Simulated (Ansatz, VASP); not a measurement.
# Two plane-wave programs on B3Pd

```
B Pd
1.0
     2.88995    0.00000    0.00000
    -1.44497    2.50277    0.00000
     0.00000    0.00000    4.68291
B Pd
3 1
Cartesian
  0.0000 0.0000 2.3415
  0.0000 1.6685 2.9724
  1.4450 0.8343 1.7105
  0.0000 0.0000 0.0000
```

Alike in both runs: functional PBE; k mesh 6 × 6 × 5; occupations gaussian, width 0.2 eV; no spin polarisation.

Ansatz relaxed the structure, and its values are those at the end. VASP's run is a single point on that final structure, the one shown.

|  | VASP | Ansatz |
| --- | --- | --- |
| version | VASP 6.6.1 | Ansatz 0.2.0 |
| potentials or method | VASP PAW PBE potentials, release 64 (B, Pd), cutoff 500 eV | scalar-relativistic, plane waves, PAW |
| valence electrons in the cell | 19 | 27 |

Ansatz gave:

| Item | Value |
| --- | --- |
| gap on the k mesh at the Fermi level (eV) | none |
| pressure (GPa) | 0.1 |
| rms of the force components (eV/Å) | 0.004 |

Estimate VASP's values.

gap on the k mesh at the Fermi level (eV): none; pressure (GPa): 0.2; rms of the force components (eV/Å): 0.005.

A gap of «none» marks a metal or a gap that the smearing closes. VASP's potentials hold 19 valence electrons a cell and Ansatz's 27, so a difference there can come from the potentials and not from the codes.

The k mesh is coarse, so the values compare programs but aren't converged.
